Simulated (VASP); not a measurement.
# CaO (Fm-3m) in VASP: a series of runs, part 2 of 3

VASP 6.6.1. Earlier steps stand in the parts before.

## (3) Single point, PBE

Contents of INCAR:

```
SYSTEM = CaO
PREC     = Accurate       ! precision mode
ENCUT    = 600            ! plane-wave cutoff, eV
EDIFF    = 1E-6           ! SCF threshold, eV
ISMEAR   = 0              ! smearing method
SIGMA    = 0.01           ! smearing width, eV
LREAL    = .FALSE.        ! projectors in reciprocal space
LASPH    = .TRUE.         ! aspherical terms in the spheres
NELM     = 120            ! most SCF steps
ALGO     = Normal         ! electronic algorithm
ISIF     = 2              ! what is computed and relaxed
LWAVE    = .FALSE.        ! write WAVECAR
LCHARG   = .TRUE.         ! write CHGCAR
GGA      = PE             ! functional
LELF     = .TRUE.         ! ELF
LVHAR    = .TRUE.       
NBANDS   = 15             ! bands
GGA_COMPAT= .FALSE.
```

Contents of KPOINTS:

```
Automatic mesh
0
G
  4 4 4
  0 0 0
```

Contents of POSCAR:

```
CaO
1.0
    0.0000000000      2.3208250000      2.3208250000
    2.3208250000      0.0000000000      2.3208250000
    2.3208250000      2.3208250000      0.0000000000
Ca O
1 1
Direct
    0.0000000000      0.0000000000      0.0000000000
    0.5000000000      0.5000000000      0.5000000000
```

Potentials or basis: VASP PAW PBE potentials, release 64 (Ca_sv, O).

Started as:

```bash
$ cat potpaw_PBE.64/Ca_sv/POTCAR potpaw_PBE.64/O/POTCAR > POTCAR
$ mpirun -np 1 vasp_std > vasp.out
```

OUTCAR:

```text
SYSTEM = CaO
   PREC = Accurate
   ENCUT = 600
   EDIFF = 1E-6
   ISMEAR = 0
   LREAL = .FALSE.
   LASPH = .TRUE.
   NELM = 120
   ISIF = 2
   GGA = PE

 ion  position               nearest neighbor table
   1  0.000  0.000  0.000-   2 2.32   2 2.32   2 2.32   2 2.32   2 2.32   2 2.32
   2  0.500  0.500  0.500-   1 2.32   1 2.32   1 2.32   1 2.32   1 2.32   1 2.32

  LATTYP: Found a face centered cubic cell.
 ALAT       =     4.6416500000

  Lattice vectors:

 A1 = (   0.0000000000,   2.3208250000,   2.3208250000)
 A2 = (   2.3208250000,   0.0000000000,   2.3208250000)
 A3 = (   2.3208250000,   2.3208250000,   0.0000000000)

Analysis of symmetry for initial positions (statically):
=====================================================================
 Subroutine PRICEL returns:
 Original cell was already a primitive cell.

 Routine SETGRP: Setting up the symmetry group for a
 face centered cubic supercell.

 Subroutine GETGRP returns: Found 48 space group operations
 (whereof 48 operations were pure point group operations)
 out of a pool of 48 trial point group operations.

The static configuration has the point symmetry O_h .

Analysis of symmetry for dynamics (positions and initial velocities):
=====================================================================
 Subroutine PRICEL returns:
 Original cell was already a primitive cell.

 Routine SETGRP: Setting up the symmetry group for a
 face centered cubic supercell.

 Subroutine GETGRP returns: Found 48 space group operations
 (whereof 48 operations were pure point group operations)
 out of a pool of 48 trial point group operations.

The dynamic configuration has the point symmetry O_h .

 Subroutine INISYM returns: Found 48 space group operations
 (whereof 48 operations are pure point group operations),
 and found     1 'primitive' translations

----------------------------------------------------------------------------------------

                                     Primitive cell

  volume of cell :      25.0010

  direct lattice vectors                    reciprocal lattice vectors
[... 101 lines left out ...]
 non-spin polarized calculation
 Gauss-broadening in eV      SIGMA  =   0.01
  energy-cutoff  :      600.00
  volume of cell :       25.00
 maximum number of plane-waves:       869
 NGX is ok and might be reduce to    28
   NGX = 13   NGY = 13   NGZ = 13

 number of electron      16.0000002 magnetization

 Free energy of the ion-electron system (eV)
  ---------------------------------------------------
  ext. energy  EPLUGINS =         0.00000000
  ---------------------------------------------------
  free energy    TOTEN  =       -12.63867956 eV

  energy without entropy =      -12.63867956  energy(sigma->0) =      -12.63867956

 E-fermi :   3.0819     XC(G=0): -10.9956

 val. band max:        2.9882685167   @ k =   0.0000   0.0000   0.0000
 cond. band min:       6.5572896116   @ k =   0.5000   0.5000   0.0000
 fundamental gap:      3.5690210949
 Fermi energy:         3.0819446438

 k-point     1 :       0.0000    0.0000    0.0000
  band No.  band energies     occupation
      1     -34.2560      2.00000
      2     -14.9248      2.00000
      3     -14.9248      2.00000
      4     -14.9248      2.00000
      5     -12.7504      2.00000
      6       2.9883      2.00000
      7       2.9883      2.00000
      8       2.9883      2.00000
      9       8.6009      0.00000
     10       9.4454      0.00000
     11       9.4454      0.00000
     12       9.4454      0.00000
     13      11.1407      0.00000
     14      11.1407      0.00000
[... 113 lines left out ...]
      2     -15.6130      2.00000
      3     -15.5181      2.00000
      4     -15.5181      2.00000
      5     -11.8883      2.00000
      6       1.5239      2.00000
      7       1.9434      2.00000
      8       1.9434      2.00000
      9       9.6103      0.00000
     10       9.6103      0.00000
     11      12.1155      0.00000
     12      13.2373      0.00000
     13      13.7693      0.00000
     14      18.3084      0.00000
     15      18.3899      0.00000

------------------------ aborting loop because EDIFF is reached ----------------------------------------

  FORCE on cell =-STRESS in cart. coord.  units (eV):
  Direction    XX          YY          ZZ          XY          YZ          ZX
  --------------------------------------------------------------------------------------
  -------------------------------------------------------------------------------------
  Total        2.6955439      2.6955439      2.6955439      0.0000000      0.0000000     -0.0000000
  in kB      172.7427430    172.7427430    172.7427430      0.0000000      0.0000000     -0.0000000
  external PRESSURE =     172.7427430 kB  Pullay stress =       0.0000000 kB

 VOLUME and BASIS-vectors are now :
 -----------------------------------------------------------------------------
  energy-cutoff  :      600.00
  volume of cell :       25.00
      direct lattice vectors                 reciprocal lattice vectors
     0.000000000  2.320825000  2.320825000    -0.215440630  0.215440630  0.215440630
     2.320825000  0.000000000  2.320825000     0.215440630 -0.215440630  0.215440630
     2.320825000  2.320825000  0.000000000     0.215440630  0.215440630 -0.215440630

 POSITION                                       TOTAL-FORCE (eV/Angst)
 -----------------------------------------------------------------------------------
      0.00000      0.00000      0.00000         0.000000     -0.000000     -0.000000
      2.32083      2.32083      2.32083        -0.000000      0.000000      0.000000
 -----------------------------------------------------------------------------------
    total drift:                                0.000000      0.000000      0.000000

  FREE ENERGIE OF THE ION-ELECTRON SYSTEM (eV)
  ---------------------------------------------------
  free  energy   TOTEN  =       -12.6386795636 eV

  energy  without entropy=      -12.6386795636  energy(sigma->0) =      -12.63867956
```

OSZICAR:

```text
N       E                     dE             d eps       ncg     rms          rms(c)
DAV:   1     0.142086374675E+03    0.14209E+03   -0.94414E+03   240   0.126E+03
DAV:   2    -0.872217686525E+01   -0.15081E+03   -0.13932E+03   303   0.308E+02
DAV:   3    -0.141994315606E+02   -0.54773E+01   -0.54496E+01   282   0.640E+01
DAV:   4    -0.143849439734E+02   -0.18551E+00   -0.18545E+00   329   0.943E+00
DAV:   5    -0.143861582361E+02   -0.12143E-02   -0.12135E-02   297   0.743E-01    0.862E+00
DAV:   6    -0.126947872747E+02    0.16914E+01   -0.46987E+00   255   0.220E+01    0.327E+00
DAV:   7    -0.126433418781E+02    0.51445E-01   -0.37916E-01   296   0.657E+00    0.177E+00
DAV:   8    -0.126406449252E+02    0.26970E-02   -0.73188E-02   296   0.291E+00    0.475E-01
DAV:   9    -0.126381701029E+02    0.24748E-02   -0.56697E-03   268   0.713E-01    0.105E-01
DAV:  10    -0.126386994613E+02   -0.52936E-03   -0.61959E-04   268   0.237E-01    0.324E-02
DAV:  11    -0.126386813339E+02    0.18127E-04   -0.69103E-05   311   0.873E-02    0.101E-02
DAV:  12    -0.126386795743E+02    0.17597E-05   -0.65915E-06   268   0.316E-02    0.671E-04
DAV:  13    -0.126386795636E+02    0.10717E-07   -0.46328E-07   197   0.631E-03
   1 F= -.12638680E+02 E0= -.12638680E+02  d E =-.205144E-41
```

stdout:

```text
POSCAR found type information on POSCAR CaO
 POSCAR found :  2 types and       2 ions
 scaLAPACK will be used
 LDA part: xc-table for (Slater+PW92), standard interpolation
 POSCAR, INCAR and KPOINTS ok, starting setup
 FFT: planning ... GRIDC
 FFT: planning ... GRID_SOFT
 FFT: planning ... GRID
 WAVECAR not read
 entering main loop
```

It took 5.4 s on 1 thread of Intel Xeon 6975P-C (Granite Rapids), shared host; peak memory 0.15 GiB.

Results:

```yaml
Free_energy: -12.6387 eV
Pressure: 17.3 GPa
Band_gap_on_the_k_mesh: 3.57 eV, indirect (least direct gap 3.91 eV)
```

Levels at points of the mesh, in eV from the valence-band top:
| k point | band 6 | band 7 | band 8 | band 9 | band 10 | band 11 |
| --- | --- | --- | --- | --- | --- | --- |
| (0.00, 0.00, 0.00) | 0.00 | 0.00 | 0.00 | 5.61 | 6.46 | 6.46 |
| (0.50, 0.00, 0.00) | -2.90 | -1.43 | -1.43 | 7.54 | 8.92 | 8.92 |
| (0.50, 0.50, 0.00) | -1.23 | -0.34 | -0.34 | 3.57 | 8.84 | 9.48 |

Caveat: the k points lie up to 0.59 Å⁻¹ apart. A k mesh can miss the band edges.

## (4) Single point, PBE

This run uses another cell than the first one, of 11.75 Å³/atom, 0.940 times its volume.

Contents of INCAR:

```
ALGO = Normal ; EDIFF = 1E-6
ENCUT = 600 ; GGA = PE
GGA_COMPAT = F ; ISIF = 2
ISMEAR = 0 ; LASPH = T
LCHARG = F ; LREAL = F
LWAVE = F ; NBANDS = 15
NELM = 120 ; PREC = Accurate
SIGMA = 0.01
```

Contents of KPOINTS:

```
k-points
0
Gamma
  4 4 4
```

Contents of POSCAR:

```
CaO
1.0
    0.0000000000      2.2734479300      2.2734479300
    2.2734479300      0.0000000000      2.2734479300
    2.2734479300      2.2734479300      0.0000000000
Ca O
1 1
Direct
    0.0000000000      0.0000000000      0.0000000000
    0.5000000000      0.5000000000      0.5000000000
```

Started as:

```bash
$ cat potpaw_PBE.64/Ca_sv/POTCAR potpaw_PBE.64/O/POTCAR > POTCAR
$ mpirun -np 1 vasp_std > vasp.out
```

Wall time 4.9 s (1 thread of Intel Xeon 6975P-C (Granite Rapids), shared host); peak memory 0.15 GiB.

Results (log left out):

```
Free energy            : -12.4190 eV
Pressure               : 29.6 GPa
Band gap on the k mesh : 3.50 eV, indirect (least direct gap 3.81 eV)
```

Levels at points of the mesh, in eV from the valence-band top:
| k point | band 4 | band 5 | band 6 | band 7 | band 8 | band 9 | band 10 | band 11 | band 12 | band 13 |
| --- | --- | --- | --- | --- | --- | --- | --- | --- | --- | --- |
| (0.00, 0.00, 0.00) | -17.63 | -15.86 | 0.00 | 0.00 | 0.00 | 6.20 | 6.58 | 6.58 | 6.58 | 8.40 |
| (0.50, 0.00, 0.00) | -17.71 | -13.81 | -3.06 | -1.59 | -1.59 | 7.83 | 9.26 | 9.26 | 9.85 | 11.87 |
| (0.50, 0.50, 0.00) | -18.02 | -15.67 | -1.15 | -0.31 | -0.31 | 3.50 | 9.35 | 9.83 | 10.67 | 10.67 |

Caveat: the k points lie up to 0.60 Å⁻¹ apart.

## (5) Single point, PBE

This run uses another cell than the first one, of 13.25 Å³/atom, 1.060 times its volume.

Contents of INCAR:

```
SYSTEM = CaO
  ALGO = Normal
  EDIFF = 1E-6
  ENCUT = 600
  GGA = PE
  GGA_COMPAT = .FALSE.
  ISIF = 2
  ISMEAR = 0
  LASPH = .TRUE.
  LCHARG = .TRUE.
  LELF = .TRUE.
  LREAL = .FALSE.
  LVHAR = .TRUE.
  LWAVE = .FALSE.
  NBANDS = 15
  NELM = 120
  PREC = Accurate
  SIGMA = 0.01
```

Contents of KPOINTS:

```
k-points
0
G
  4 4 4
  0 0 0
```

Contents of POSCAR:

```
CaO
1.0
    0.0000000000      2.3663429300      2.3663429300
    2.3663429300      0.0000000000      2.3663429300
    2.3663429300      2.3663429300      0.0000000000
Ca O
1 1
Direct
    0.0000000000      0.0000000000      0.0000000000
    0.5000000000      0.5000000000      0.5000000000
```

Potentials or basis: VASP PAW PBE potentials, release 64 (Ca_sv, O).

Started as:

```bash
$ cat potpaw_PBE.64/Ca_sv/POTCAR potpaw_PBE.64/O/POTCAR > POTCAR
$ mpirun -np 1 vasp_std > vasp.out
```

OUTCAR:

```text
SYSTEM = CaO
   EDIFF = 1E-6
   ENCUT = 600
   GGA = PE
   ISIF = 2
   ISMEAR = 0
   LASPH = .TRUE.
   LREAL = .FALSE.
   NELM = 120
   PREC = Accurate

 ion  position               nearest neighbor table
   1  0.000  0.000  0.000-   2 2.37   2 2.37   2 2.37   2 2.37   2 2.37   2 2.37
   2  0.500  0.500  0.500-   1 2.37   1 2.37   1 2.37   1 2.37   1 2.37   1 2.37

  LATTYP: Found a face centered cubic cell.
 ALAT       =     4.7326858600

  Lattice vectors:

 A1 = (   0.0000000000,   2.3663429300,   2.3663429300)
 A2 = (   2.3663429300,   0.0000000000,   2.3663429300)
 A3 = (   2.3663429300,   2.3663429300,   0.0000000000)

Analysis of symmetry for initial positions (statically):
=====================================================================
 Subroutine PRICEL returns:
 Original cell was already a primitive cell.

 Routine SETGRP: Setting up the symmetry group for a
 face centered cubic supercell.

 Subroutine GETGRP returns: Found 48 space group operations
 (whereof 48 operations were pure point group operations)
 out of a pool of 48 trial point group operations.

[... 159 lines left out ...]
      5     -12.9966      2.00000
      6       2.6267      2.00000
      7       2.6267      2.00000
      8       2.6267      2.00000
      9       7.7229      0.00000
     10       8.9555      0.00000
     11       8.9555      0.00000
     12       8.9555      0.00000
     13      10.5417      0.00000
     14      10.5417      0.00000
[... 113 lines left out ...]
      2     -16.0893      2.00000
      3     -16.0491      2.00000
      4     -16.0491      2.00000
      5     -12.2751      2.00000
      6       1.2638      2.00000
      7       1.5688      2.00000
      8       1.5688      2.00000
      9       9.0772      0.00000
     10       9.0772      0.00000
     11      11.3319      0.00000
     12      12.4741      0.00000
     13      12.9514      0.00000
     14      17.1142      0.00000
     15      17.3201      0.00000

------------------------ aborting loop because EDIFF is reached ----------------------------------------

  FORCE on cell =-STRESS in cart. coord.  units (eV):
  Direction    XX          YY          ZZ          XY          YZ          ZX
  --------------------------------------------------------------------------------------
  -------------------------------------------------------------------------------------
  Total        1.3347384      1.3347384      1.3347384     -0.0000000      0.0000000      0.0000000
  in kB       80.6944578     80.6944578     80.6944578     -0.0000000      0.0000000      0.0000000
  external PRESSURE =      80.6944578 kB  Pullay stress =       0.0000000 kB

 VOLUME and BASIS-vectors are now :
 -----------------------------------------------------------------------------
  energy-cutoff  :      600.00
  volume of cell :       26.50
      direct lattice vectors                 reciprocal lattice vectors
     0.000000000  2.366342930  2.366342930    -0.211296509  0.211296509  0.211296509
     2.366342930  0.000000000  2.366342930     0.211296509 -0.211296509  0.211296509
     2.366342930  2.366342930  0.000000000     0.211296509  0.211296509 -0.211296509

 POSITION                                       TOTAL-FORCE (eV/Angst)
 -----------------------------------------------------------------------------------
      0.00000      0.00000      0.00000         0.000000      0.000000      0.000000
      2.36634      2.36634      2.36634        -0.000000     -0.000000     -0.000000
 -----------------------------------------------------------------------------------
    total drift:                                0.000000      0.000000      0.000000

  FREE ENERGIE OF THE ION-ELECTRON SYSTEM (eV)
  ---------------------------------------------------
  free  energy   TOTEN  =       -12.7581126546 eV

  energy  without entropy=      -12.7581126546  energy(sigma->0) =      -12.75811265
```

stdout:

```text
POSCAR found type information on POSCAR CaO
 POSCAR found :  2 types and       2 ions
 scaLAPACK will be used
 LDA part: xc-table for (Slater+PW92), standard interpolation
 POSCAR, INCAR and KPOINTS ok, starting setup
 FFT: planning ... GRIDC
 FFT: planning ... GRID_SOFT
 FFT: planning ... GRID
 WAVECAR not read
 entering main loop
```

It took 3.9 s on 1 thread of Intel Xeon 6975P-C (Granite Rapids), shared host; peak memory 0.15 GiB.

Results:

```yaml
Free_energy: -12.7581 eV
Pressure: 8.1 GPa
Band_gap_on_the_k_mesh: 3.61 eV, indirect (least direct gap 3.97 eV)
```

Caveat: the k points lie up to 0.57 Å⁻¹ apart.

(Continued in part 3 of 3.)
